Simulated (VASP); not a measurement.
# AlP in VASP: single point with PBE

Aim: the single point of AlP with PBE.

Program: VASP 6.6.1. These are calculated values, not measurements. Logs are shortened: lines on timing, memory, paths and dates and some standing lists are left out, and cuts for length are marked.

### 1 The cell of the first run

The cell holds a slab with vacuum, 14 atoms: a = 3.894 Å, b = 5.507 Å, c = 26.682 Å, α = 90.00°, β = 90.00°, γ = 90.00°.

### 2 Single point, PBE

Contents of INCAR:

```
ALGO = Normal
DIPOL = 0.5 0.5 0.500
EDIFF = 1E-6
ENCUT = 520
GGA = PE
IDIPOL = 3
ISIF = 2
ISMEAR = 0
LASPH = True
LCHARG = False
LDIPOL = True
LREAL = False
LWAVE = False
NBANDS = 41
NELM = 100
PREC = Accurate
SIGMA = 0.05
```

Contents of KPOINTS:

```
k-points
0
Gamma
  7 5 1
```

Contents of POSCAR:

```
AlP
1.0
    3.8938964361      0.0000000000      0.0000000000
    0.0000000000      5.5068011504      0.0000000000
    0.0000000000      0.0000000000     26.6816893082
Al P
7 7
Direct
    0.5000000000      0.5000000000      0.2810916473
    0.0000000000      0.0000000000      0.3540610982
    0.5000000000      0.5000000000      0.4270305491
    0.0000000000      0.0000000000      0.5000000000
    0.5000000000      0.5000000000      0.5729694509
    0.0000000000      0.0000000000      0.6459389018
    0.5000000000      0.5000000000      0.7189083527
    0.0000000000      0.7500000000      0.2810916473
    0.5000000000      0.2500000000      0.3540610982
    0.0000000000      0.7500000000      0.4270305491
    0.5000000000      0.2500000000      0.5000000000
    0.0000000000      0.7500000000      0.5729694509
    0.5000000000      0.2500000000      0.6459389018
    0.0000000000      0.7500000000      0.7189083527
```

Potentials or basis: VASP PAW PBE potentials, release 64 (Al, P).

Command:

```sh
$ cat potpaw_PBE.64/Al/POTCAR potpaw_PBE.64/P/POTCAR > POTCAR
$ mpirun -np 1 vasp_std > vasp.out
```

OUTCAR:

```text
EDIFF = 1E-6
   ENCUT = 520
   GGA = PE
   ISIF = 2
   ISMEAR = 0
   LASPH = True
   LREAL = False
   NELM = 100
   PREC = Accurate

 ion  position               nearest neighbor table
   1  0.500  0.500  0.281-   9 2.38   8 2.38   8 2.38
   2  0.000  0.000  0.354-   8 2.38  10 2.38   9 2.38   9 2.38
   3  0.500  0.500  0.427-  11 2.38   9 2.38  10 2.38  10 2.38
   4  0.000  0.000  0.500-  10 2.38  12 2.38  11 2.38  11 2.38
   5  0.500  0.500  0.573-  11 2.38  13 2.38  12 2.38  12 2.38
   6  0.000  0.000  0.646-  14 2.38  12 2.38  13 2.38  13 2.38
   7  0.500  0.500  0.719-  13 2.38  14 2.38  14 2.38
   8  0.000  0.750  0.281-   2 2.38   1 2.38   1 2.38
   9  0.500  0.250  0.354-   1 2.38   3 2.38   2 2.38   2 2.38
  10  0.000  0.750  0.427-   4 2.38   2 2.38   3 2.38   3 2.38
  11  0.500  0.250  0.500-   3 2.38   5 2.38   4 2.38   4 2.38
  12  0.000  0.750  0.573-   4 2.38   6 2.38   5 2.38   5 2.38
  13  0.500  0.250  0.646-   7 2.38   5 2.38   6 2.38   6 2.38
  14  0.000  0.750  0.719-   6 2.38   7 2.38   7 2.38

  LATTYP: Found a simple orthorhombic cell.
 ALAT       =     3.8938964361
 B/A-ratio  =     1.4142135624
 C/A-ratio  =     6.8521825750

  Lattice vectors:

 A1 = (   3.8938964361,   0.0000000000,   0.0000000000)
 A2 = (   0.0000000000,   5.5068011504,   0.0000000000)
 A3 = (   0.0000000000,   0.0000000000,  26.6816893082)

Analysis of symmetry for initial positions (statically):
=====================================================================
 Subroutine PRICEL returns:
 Original cell was already a primitive cell.

 Routine SETGRP: Setting up the symmetry group for a
 simple orthorhombic supercell.

 Subroutine GETGRP returns: Found  4 space group operations
 (whereof  4 operations were pure point group operations)
 out of a pool of  8 trial point group operations.

The static configuration has the point symmetry C_2v.

Analysis of symmetry for dynamics (positions and initial velocities):
=====================================================================
 Subroutine PRICEL returns:
 Original cell was already a primitive cell.

 Routine SETGRP: Setting up the symmetry group for a
 simple orthorhombic supercell.

 Subroutine GETGRP returns: Found  4 space group operations
 (whereof  4 operations were pure point group operations)
 out of a pool of  8 trial point group operations.

The dynamic configuration has the point symmetry C_2v.

 Subroutine INISYM returns: Found  4 space group operations
 (whereof  4 operations are pure point group operations),
 and found     1 'primitive' translations

----------------------------------------------------------------------------------------

                                     Primitive cell

  volume of cell :     572.1332

  direct lattice vectors                    reciprocal lattice vectors
     3.893896436  0.000000000  0.000000000     0.256812172  0.000000000  0.000000000
     0.000000000  5.506801150  0.000000000     0.000000000  0.181593628  0.000000000
     0.000000000  0.000000000 26.681689308     0.000000000  0.000000000  0.037478886

  length of vectors
     3.893896436  5.506801150 26.681689308     0.256812172  0.181593628  0.037478886

  position of ions in fractional coordinates (direct lattice)
     0.500000000  0.500000000  0.281091647
     0.000000000  0.000000000  0.354061098
     0.500000000  0.500000000  0.427030549
     0.000000000  0.000000000  0.500000000
     0.500000000  0.500000000  0.572969451
     0.000000000  0.000000000  0.645938902
     0.500000000  0.500000000  0.718908353
     0.000000000  0.750000000  0.281091647
     0.500000000  0.250000000  0.354061098
     0.000000000  0.750000000  0.427030549
     0.500000000  0.250000000  0.500000000
     0.000000000  0.750000000  0.572969451
     0.500000000  0.250000000  0.645938902
     0.000000000  0.750000000  0.718908353

  ion indices of the primitive-cell ions
   primitive index   ion index
                 1           1
                 2           2
                 3           3
                 4           4
                 5           5
                 6           6
                 7           7
                 8           8
                 9           9
                10          10
                11          11
                12          12
                13          13
                14          14

----------------------------------------------------------------------------------------

 KPOINTS: k-points

Automatic generation of k-mesh.
 Grid dimensions read from file:
 generate k-points for:    7    5    1

 Generating k-lattice:

  Cartesian coordinates                     Fractional coordinates (reciprocal lattice)
     0.036687453  0.000000000  0.000000000     0.142857143  0.000000000  0.000000000
     0.000000000  0.036318726  0.000000000     0.000000000  0.200000000  0.000000000
     0.000000000  0.000000000  0.037478886     0.000000000  0.000000000  1.000000000

  Length of vectors
     0.036687453  0.036318726  0.037478886

  Shift w.r.t. Gamma in fractional coordinates (k-lattice)
     0.000000000  0.000000000  0.000000000

 Subroutine IBZKPT returns following result:
 ===========================================

 Found     12 irreducible k-points:

 Following reciprocal coordinates:
            Coordinates               Weight
  0.000000  0.000000  0.000000      1.000000
  0.142857  0.000000  0.000000      2.000000
  0.285714  0.000000  0.000000      2.000000
  0.428571  0.000000  0.000000      2.000000
  0.000000  0.200000  0.000000      2.000000
  0.142857  0.200000  0.000000      4.000000
  0.285714  0.200000  0.000000      4.000000
  0.428571  0.200000  0.000000      4.000000
  0.000000  0.400000  0.000000      2.000000
  0.142857  0.400000  0.000000      4.000000
  0.285714  0.400000  0.000000      4.000000
  0.428571  0.400000  0.000000      4.000000
   k-points           NKPTS =     12   k-points in BZ     NKDIM =     12   number of bands    NBANDS=     41
   number of dos      NEDOS =    301   number of ions     NIONS =     14
   total plane-waves  NPLWV = 252000
   dimension x,y,z NGX =    30 NGY =   42 NGZ =  200
   dimension x,y,z NGXF=    60 NGYF=   84 NGZF=  400
   ions per type =               7   7
   NGX,Y,Z   is equivalent  to a cutoff of  12.81, 12.68, 12.46 a.u.
   NGXF,Y,Z  is equivalent  to a cutoff of  25.62, 25.36, 24.92 a.u.
 SYSTEM =  unknown system
   PREC   = accura    normal or accurate (medium, high low for compatibility)
   ISTART =      0    job   : 0-new  1-cont  2-samecut
   ICHARG =      2    charge: 1-file 2-atom 10-const
   ISPIN  =      1    spin polarized calculation?
   LNONCOLLINEAR =      F non collinear calculations
   LSORBIT =      F    spin-orbit coupling
   LASPH  =      T    aspherical Exc in radial PAW
   ENCUT  =  520.0 eV  38.22 Ry    6.18 a.u.   7.24 10.24 49.61*2*pi/ulx,y,z
   NELM   =    100;   NELMIN=  2; NELMDL= -5     # of ELM steps
   EDIFF  = 0.1E-05   stopping-criterion for ELM
   LREAL  =      F    real-space projection
[... 7 lines left out ...]
   TEBEG  =    0.0;   TEEND  =   0.0 temperature during run
   PSTRESS=    0.0 pullay stress
   NELECT =      56.0000    total number of electrons
   NUPDOWN=      -1.0000    fix difference up-down
   EMIN   =  10.00;   EMAX   =-10.00  energy-range for DOS
   EFERMI =   0.00;   METHOD = LEGACY
   ISMEAR =     0;   SIGMA  =   0.05  broadening in eV -4-tet -1-fermi 0-gaus
   EFERMI_NEDOS =   21; number of points for ismear=-14 and -15
   IALGO  =     38    algorithm
   IMIX   =      4    mixing-type and parameters
     AMIX     =   0.40;   BMIX     =  1.00
     AMIX_MAG =   1.60;   BMIX_MAG =  1.00
  volume/ion in A,a.u.               =      40.87       275.78
  Fermi-wavevector in a.u.,A,eV,Ry     =   0.754464  1.425730  7.744651  0.569216
  Thomas-Fermi vector in A             =   1.852137
   LORBIT       =      0    0 simple, 1 ext, 2 COOP (PROOUT), +10 PAW based schemes
   GGA     = PE    functional components
   LHFCALC =     F    Hartree Fock is set to
   AEXX    =    0.0000 exact exchange contribution
   IVDW    =     0    specifies the selected vdW correction
   LEPSILON=     F    determine dielectric tensor
   LRPA    =     F    only Hartree local field effects (RPA)
 non-spin polarized calculation
 Gauss-broadening in eV      SIGMA  =   0.05
  energy-cutoff  :      520.00
  volume of cell :      572.13
 maximum number of plane-waves:     15449
 NGX is ok and might be reduce to    30
   NGX = 15   NGY = 21   NGZ = 99

 dipolmoment           0.000000      0.000000     -0.000000 electrons x Angstroem

 number of electron      56.0000009 magnetization

 dipolmoment           0.000000      0.000000      0.000000 electrons x Angstroem

 Free energy of the ion-electron system (eV)
  ---------------------------------------------------
  ext. energy  EPLUGINS =         0.00000000
  ---------------------------------------------------
  free energy    TOTEN  =       -68.84293251 eV

  energy without entropy =      -68.84293251  energy(sigma->0) =      -68.84293251

 E-fermi :   0.1913     XC(G=0):  -5.2662

 val. band max:       -0.0270578517   @ k =   0.4286   0.4000   0.0000
 cond. band min:       0.9350742317   @ k =   0.4286   0.4000   0.0000
 fundamental gap:      0.9621320834
 Fermi energy:         0.1912584577

 k-point     1 :       0.0000    0.0000    0.0000
  band No.  band energies     occupation
      1     -11.5167      2.00000
      2     -11.1282      2.00000
      3     -10.5644      2.00000
      4      -9.8628      2.00000
      5      -9.4570      2.00000
      6      -9.2059      2.00000
[... 32 lines left out ...]
     39       4.0813      0.00000
[... 472 lines left out ...]
     39       4.5474      0.00000
     40       4.7279      0.00000
 [bands above 40 left out]

------------------------ aborting loop because EDIFF is reached ----------------------------------------

 vacuum level on the upper side and lower side of the slab       (xc-potential included)        -0.118        -0.118

  FORCE on cell =-STRESS in cart. coord.  units (eV):
  Direction    XX          YY          ZZ          XY          YZ          ZX
  --------------------------------------------------------------------------------------
  -------------------------------------------------------------------------------------
  Total       -3.4822845     -4.1318943     -0.8737732      0.0000000      0.0000000      0.0000000
  in kB       -9.7516414    -11.5707810     -2.4468773      0.0000000      0.0000000      0.0000000
  external PRESSURE =      -7.9230999 kB  Pullay stress =       0.0000000 kB

 VOLUME and BASIS-vectors are now :
 -----------------------------------------------------------------------------
  energy-cutoff  :      520.00
  volume of cell :      572.13
      direct lattice vectors                 reciprocal lattice vectors
     3.893896436  0.000000000  0.000000000     0.256812172  0.000000000  0.000000000
     0.000000000  5.506801150  0.000000000     0.000000000  0.181593628  0.000000000
     0.000000000  0.000000000 26.681689308     0.000000000  0.000000000  0.037478886

 POSITION                                       TOTAL-FORCE (eV/Angst)
 -----------------------------------------------------------------------------------
      1.94695      2.75340      7.50000        -0.000000      1.432737      1.507920
      0.00000      0.00000      9.44695        -0.000000     -0.407921      0.042446
      1.94695      2.75340     11.39390        -0.000000      0.318148      0.081482
      0.00000      0.00000     13.34084        -0.000000     -0.176182      0.000000
      1.94695      2.75340     15.28779        -0.000000      0.318148     -0.081482
      0.00000      0.00000     17.23474        -0.000000     -0.407921     -0.042446
      1.94695      2.75340     19.18169        -0.000000      1.432737     -1.507920
      0.00000      4.13010      7.50000        -0.000000     -0.654491     -1.182156
      1.94695      1.37670      9.44695         0.000000     -0.565136     -0.507969
      0.00000      4.13010     11.39390        -0.000000      0.011880      0.088155
      1.94695      1.37670     13.34084        -0.000000     -0.094252      0.000000
      0.00000      4.13010     15.28779        -0.000000      0.011880     -0.088155
      1.94695      1.37670     17.23474         0.000000     -0.565136      0.507969
      0.00000      4.13010     19.18169         0.000000     -0.654491      1.182156
 -----------------------------------------------------------------------------------
    total drift:                                0.000000      0.000325      0.000000

  FREE ENERGIE OF THE ION-ELECTRON SYSTEM (eV)
  ---------------------------------------------------
  free  energy   TOTEN  =       -68.8429325146 eV

  energy  without entropy=      -68.8429325146  energy(sigma->0) =      -68.84293251

 vacuum level on the upper side and lower side of the slab         4.765         4.765
```

Wall time 6.5 min (1 thread of Intel Xeon Platinum 8488C (Sapphire Rapids), shared host); peak memory 0.62 GiB.

What came out:

```yaml
Free_energy: -68.8429 eV
Largest_force: 2.080 eV/Å
Band_gap_on_the_k_mesh: 0.96 eV
```

Forces on the atoms (eV/Å):
```
Al   0.000  1.433  1.508
Al   0.000 -0.408  0.042
Al   0.000  0.318  0.081
Al   0.000 -0.176  0.000
Al   0.000  0.318 -0.081
Al   0.000 -0.408 -0.042
Al   0.000  1.433 -1.508
P    0.000 -0.654 -1.182
P    0.000 -0.565 -0.508
P    0.000  0.012  0.088
P    0.000 -0.094  0.000
P    0.000  0.012 -0.088
P    0.000 -0.565  0.508
P    0.000 -0.654  1.182
```
